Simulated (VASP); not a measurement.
# Ga in VASP: relaxation of the atoms with PBE

Aim: the relaxation of the atoms of Ga with PBE.

Program: VASP 6.6.1. These are calculated values, not measurements. Logs are shortened: lines on timing, memory, paths and dates and some standing lists are left out, and cuts for length are marked.

### 1 The cell of the first run

The cell holds a sheet with vacuum, 2 atoms: a = 4.330 Å, b = 4.330 Å, c = 23.800 Å, α = 90.00°, β = 90.00°, γ = 120.00°.

### 2 Relaxation of the atoms, PBE

Input file INCAR:

```
SYSTEM = Ga
PREC = Accurate
ENCUT = 520
EDIFF = 1E-6
ISMEAR = -1
SIGMA = 0.05
LREAL = .FALSE.
LASPH = .TRUE.
NELM = 60
ALGO = Normal
ISIF = 2
LWAVE = .FALSE.
LCHARG = .FALSE.
LDIPOL = .TRUE.
IDIPOL = 3
DIPOL = 0.5 0.5 0.294
GGA = PE
IBRION = 2
NSW = 80
EDIFFG = -0.005
```

Input file KPOINTS:

```
regular mesh
0
G
  7 7 1
  0 0 0
```

Input file POSCAR:

```
Ga
1.0
    4.3304700000      0.0000000000      0.0000000000
   -2.1652300000      3.7503000000      0.0000000000
    0.0000000000      0.0000000000     23.8000000000
Ga
2
Direct
    0.3333300000      0.6666700000      0.2941200000
    0.6666700000      0.3333300000      0.2941200000
```

Potentials or basis: VASP PAW PBE potentials, release 64 (Ga_d).

Launch:

```sh
cat potpaw_PBE.64/Ga_d/POTCAR > POTCAR
mpirun -np 1 vasp_std > vasp.out
```

OUTCAR:

```text
SYSTEM = Ga
   PREC = Accurate
   ENCUT = 520
   EDIFF = 1E-6
   ISMEAR = -1
   LREAL = .FALSE.
   LASPH = .TRUE.
   NELM = 60
   ISIF = 2
   GGA = PE
   IBRION = 2
   NSW = 80
   EDIFFG = -0.005

 ion  position               nearest neighbor table
   1  0.333  0.667  0.294-   2 2.50   2 2.50   2 2.50
   2  0.667  0.333  0.294-   1 2.50   1 2.50   1 2.50

  LATTYP: Found a hexagonal cell.
 ALAT       =     4.3304700000
 C/A-ratio  =     5.4959392399

  Lattice vectors:

 A1 = (   4.3304700000,   0.0000000000,   0.0000000000)
 A2 = (  -2.1652300000,   3.7503000000,   0.0000000000)
 A3 = (   0.0000000000,   0.0000000000,  23.8000000000)

Analysis of symmetry for initial positions (statically):
=====================================================================
 Subroutine PRICEL returns:
 Original cell was already a primitive cell.

 Routine SETGRP: Setting up the symmetry group for a
 hexagonal supercell.

 Subroutine GETGRP returns: Found  8 space group operations
 (whereof  4 operations were pure point group operations)
 out of a pool of 24 trial point group operations.

The static configuration has the point symmetry C_2v.
 The point group associated with its full space group is D_2h.

Analysis of symmetry for dynamics (positions and initial velocities):
=====================================================================
 Subroutine PRICEL returns:
 Original cell was already a primitive cell.

 Routine SETGRP: Setting up the symmetry group for a
 hexagonal supercell.

 Subroutine GETGRP returns: Found  8 space group operations
 (whereof  4 operations were pure point group operations)
 out of a pool of 24 trial point group operations.

The dynamic configuration has the point symmetry C_2v.
 The point group associated with its full space group is D_2h.

 Subroutine INISYM returns: Found  8 space group operations
 (whereof  4 operations are pure point group operations),
 and found     1 'primitive' translations

----------------------------------------------------------------------------------------

                                     Primitive cell

  volume of cell :     386.5254

  direct lattice vectors                    reciprocal lattice vectors
[... 79 lines left out ...]
   LREAL  =      F    real-space projection
   EDIFFG = -.5E-02   stopping-criterion for IOM
   NSW    =     80    number of steps for IOM
   IBRION =      2    ionic relax: 0-MD 1-quasi-New 2-CG
   NFREE  =      1    steps in history (QN), initial steepest desc. (CG)
   ISIF   =      2    stress and relaxation
   ISYM   =      2    0-nonsym 1-usesym 2-fastsym
   POTIM  = 0.5000    time-step for ionic-motion
   TEBEG  =    0.0;   TEEND  =   0.0 temperature during run
   PSTRESS=    0.0 pullay stress
   NELECT =      26.0000    total number of electrons
   NUPDOWN=      -1.0000    fix difference up-down
   EMIN   =  10.00;   EMAX   =-10.00  energy-range for DOS
   EFERMI =   0.00;   METHOD = LEGACY
   ISMEAR =    -1;   SIGMA  =   0.05  broadening in eV -4-tet -1-fermi 0-gaus
   EFERMI_NEDOS =   21; number of points for ismear=-14 and -15
   IALGO  =     38    algorithm
   IMIX   =      4    mixing-type and parameters
     AMIX     =   0.40;   BMIX     =  1.00
     AMIX_MAG =   1.60;   BMIX_MAG =  1.00
  volume/ion in A,a.u.               =     193.26      1304.20
  Fermi-wavevector in a.u.,A,eV,Ry     =   0.665794  1.258168  6.031215  0.443282
  Thomas-Fermi vector in A             =   1.739898
   LORBIT       =      0    0 simple, 1 ext, 2 COOP (PROOUT), +10 PAW based schemes
   GGA     = PE    functional components
   LHFCALC =     F    Hartree Fock is set to
   AEXX    =    0.0000 exact exchange contribution
   IVDW    =     0    specifies the selected vdW correction
   LEPSILON=     F    determine dielectric tensor
   LRPA    =     F    only Hartree local field effects (RPA)
 conjugate gradient relaxation of ions
 non-spin polarized calculation
  energy-cutoff  :      520.00
  volume of cell :      386.53
 maximum number of plane-waves:     10440
   NGX = 17   NGY = 17   NGZ = 89

 number of electron      26.0000003 magnetization

 dipolmoment           0.000000      0.000000      0.000004 electrons x Angstroem

 Free energy of the ion-electron system (eV)
  ---------------------------------------------------
  ext. energy  EPLUGINS =         0.00000000
  ---------------------------------------------------
  free energy    TOTEN  =        -4.56658388 eV

  energy without entropy =       -4.55013744  energy(sigma->0) =       -4.55836066

 E-fermi :  -3.3739     XC(G=0):  -1.7957

 val. band max:       -3.4558949418   @ k =   0.2857   0.0000   0.0000
 cond. band min:      -3.3456479323   @ k =  -0.1429   0.2857   0.0000
 fundamental gap:      0.1102470095
 Fermi energy:        -3.3739395650

 k-point     1 :       0.0000    0.0000    0.0000
  band No.  band energies     occupation
      1     -18.2330      2.00000
      2     -18.1102      2.00000
      3     -18.1102      2.00000
      4     -18.0604      2.00000
      5     -18.0604      2.00000
      6     -17.8985      2.00000
[... 297 lines left out ...]
      4     -18.1454      2.00000
      5     -18.0339      2.00000
      6     -17.9858      2.00000
[... 9 lines left out ...]
     16       2.1540      0.00000
     17       2.6321      0.00000

------------------------ aborting loop because EDIFF is reached ----------------------------------------

 vacuum level on the upper side and lower side of the slab       (xc-potential included)        -0.008        -0.008

  FORCE on cell =-STRESS in cart. coord.  units (eV):
  Direction    XX          YY          ZZ          XY          YZ          ZX
  --------------------------------------------------------------------------------------
  -------------------------------------------------------------------------------------
  Total       -0.0437208     -0.0433505     -0.0005087      0.0003207      0.0000000      0.0000000
  in kB       -0.1812261     -0.1796913     -0.0021085      0.0013292      0.0000000      0.0000000
  external PRESSURE =      -0.1210086 kB  Pullay stress =       0.0000000 kB

 VOLUME and BASIS-vectors are now :
 -----------------------------------------------------------------------------
  energy-cutoff  :      520.00
  volume of cell :      386.53
      direct lattice vectors                 reciprocal lattice vectors
     4.330470000  0.000000000  0.000000000     0.230921817  0.133322360  0.000000000
    -2.165230000  3.750300000  0.000000000     0.000000000  0.266645335  0.000000000
     0.000000000  0.000000000 23.800000000     0.000000000  0.000000000  0.042016807

 POSITION                                       TOTAL-FORCE (eV/Angst)
 -----------------------------------------------------------------------------------
     -0.00002      2.50021      7.00006         0.000185     -0.000107      0.000000
      2.16526      1.25009      7.00006        -0.000185      0.000107      0.000000
 -----------------------------------------------------------------------------------
    total drift:                               -0.000000     -0.000000      0.000246

  FREE ENERGIE OF THE ION-ELECTRON SYSTEM (eV)
  ---------------------------------------------------
  free  energy   TOTEN  =        -4.5665838766 eV

  energy  without entropy=       -4.5501374434  energy(sigma->0) =       -4.55836066

 reached required accuracy - stopping structural energy minimisation

 vacuum level on the upper side and lower side of the slab         0.945         0.945
```

OSZICAR:

```text
N       E                     dE             d eps       ncg     rms          rms(c)
DAV:   1     0.112240072713E+03    0.11224E+03   -0.11390E+04   656   0.121E+03
DAV:   2     0.175241332950E+01   -0.11049E+03   -0.10904E+03   705   0.241E+02
DAV:   3    -0.461166801420E+01   -0.63641E+01   -0.63214E+01   698   0.709E+01
[... 11 lines left out ...]
DAV:  15    -0.456651462609E+01   -0.65532E-04   -0.60466E-06   513   0.207E-02    0.132E-03
DAV:  16    -0.456657075955E+01   -0.56133E-04   -0.57048E-06   448   0.671E-03    0.698E-04
DAV:  17    -0.456657964888E+01   -0.88893E-05   -0.42156E-07   525   0.359E-03    0.301E-04
DAV:  18    -0.456658355059E+01   -0.39017E-05   -0.25223E-07   448   0.230E-03    0.157E-04
DAV:  19    -0.456658387661E+01   -0.32602E-06   -0.10449E-08   432   0.745E-04
   1 F= -.45665839E+01 E0= -.45583607E+01  d E =-.456658E+01
```

CONTCAR:

```text
Ga
   1.00000000000000
     4.3304700000000000    0.0000000000000000    0.0000000000000000
    -2.1652300000000002    3.7503000000000002    0.0000000000000000
     0.0000000000000000    0.0000000000000000   23.8000000000000007
  Ga
     2
Direct
     0.3333299999999966    0.6666700000000034    0.2941199999999995
     0.6666700000000034    0.3333299999999966    0.2941199999999995

  0.00000000E+00  0.00000000E+00  0.00000000E+00
  0.00000000E+00  0.00000000E+00  0.00000000E+00
```

Wall time 3.9 min (1 thread of Oxide Virtual Turin-like, shared host); peak memory 0.43 GiB.

Results:

| Property | Result |
| --- | --- |
| Free energy | -4.5666 eV |
| Band gap on the k mesh | zero (bands 13 and 14 overlap by 1.25 eV) |

Final structure:
```xyz
2
Lattice="4.3305 0.0000 0.0000 -2.1652 3.7503 0.0000 0.0000 0.0000 23.8000" Properties=species:S:1:pos:R:3 pbc="T T T"
Ga    0.0000    2.5002    7.0001
Ga    2.1653    1.2501    7.0001
```

The gap in the log of VASP goes by the Fermi energy; the results here count the filled bands.